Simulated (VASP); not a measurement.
Wanted: the native input for a VASP 6.6.1 run.

| Property | Result |
| --- | --- |
| Task | single point |
| Functional | PBEsol |
| Potentials or basis | VASP PAW PBE potentials, release 64 (K_sv) |
| Cutoff | 520 eV |
| k mesh | 9 × 9 × 9 |
| Occupations | fermi-dirac, width 0.1 eV |
| Spin | no spin polarisation |
| Dipole correction | no |
| Further INCAR settings | ALGO = Normal; EDIFF = 1e-06; NBANDS = 10 |

The structure of K lies in POSCAR:

```
K
1.0
    0.0000000000      3.3770763767      3.3770763767
    3.3770763767      0.0000000000      3.3770763767
    3.3770763767      3.3770763767      0.0000000000
K
1
Direct
    0.0000000000      0.0000000000      0.0000000000
```

This isn't the form of K at room conditions, which is bcc.

These files were run (other wordings do the same):

INCAR

```
SYSTEM = K
ALGO = Normal ; EDIFF = 1E-6
ENCUT = 520 ; GGA = PS
ISIF = 2 ; ISMEAR = -1
LASPH = .TRUE. ; LCHARG = .FALSE.
LREAL = .FALSE. ; LWAVE = .FALSE.
NBANDS = 10 ; NELM = 60
PREC = Accurate ; SIGMA = 0.1
```

KPOINTS

```
k-points
0
G
  9 9 9
  0 0 0
```

Potentials or basis: VASP PAW PBE potentials, release 64 (K_sv).

Command:

```console
$ cat potpaw_PBE.64/K_sv/POTCAR > POTCAR
$ mpirun -np 1 vasp_std > vasp.out
```

Results of the run:

| Item | Value |
| --- | --- |
| Pressure | -0.3 GPa |
| Band gap on the k mesh | zero (an odd number of electrons rules out a gap without spin polarisation) |

Caveat: the PAW data sets were made with another functional, which shifts forces and pressure a little.

It took 40 s on 1 thread of Intel Xeon 8259CL, with other jobs on the host, peak memory 0.2 GiB.
